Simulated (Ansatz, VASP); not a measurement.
# SnO: VASP beside Ansatz

```
Sn O
1.0
     3.75062    0.00000    0.00000
     0.00000    3.75062    0.00000
     0.00000    0.00000    4.77064
Sn O
2 2
Direct
  0.00000 0.50000 0.23850
  0.50000 0.00000 0.76150
  0.00000 0.00000 0.00000
  0.50000 0.50000 0.00000
```

Change from the starting cell: volume scaled by 0.96, PAW files.

Alike in both runs: task electric field gradients; functional LDA; k mesh 6 × 6 × 5; occupations fermi-dirac, width 0.02 eV; no spin polarisation.

```csv
,VASP,Ansatz
version,VASP 6.6.1,Ansatz 0.2.0
potentials or method,"VASP PAW LDA potentials, release 64 (Sn_d, O_h)","PAW with Ansatz's default frozen-core files, scalar-relativistic"
plane-wave cutoff (eV),910,420
valence electrons in the cell,40,40
```

VASP gave:

| Item | Value |
| --- | --- |
| rms of the force components (eV/Å) | 0.192 |
| size of Vzz on the site where it differs most (V/Å²) | 169.5 |

**Question.** Estimate Ansatz's values.

**Answer.** rms of the force components (eV/Å): 0.145; size of Vzz on the site where it differs most (V/Å²): 176.4.

LDA's correlation is that of Perdew and Zunger in VASP and of Perdew and Wang (1992) in Ansatz. Atom by atom the forces differ by 0.048 eV/Å (rms over components).

Noted on VASP's run: the cutoff is short for stress, so the pressure is rough.
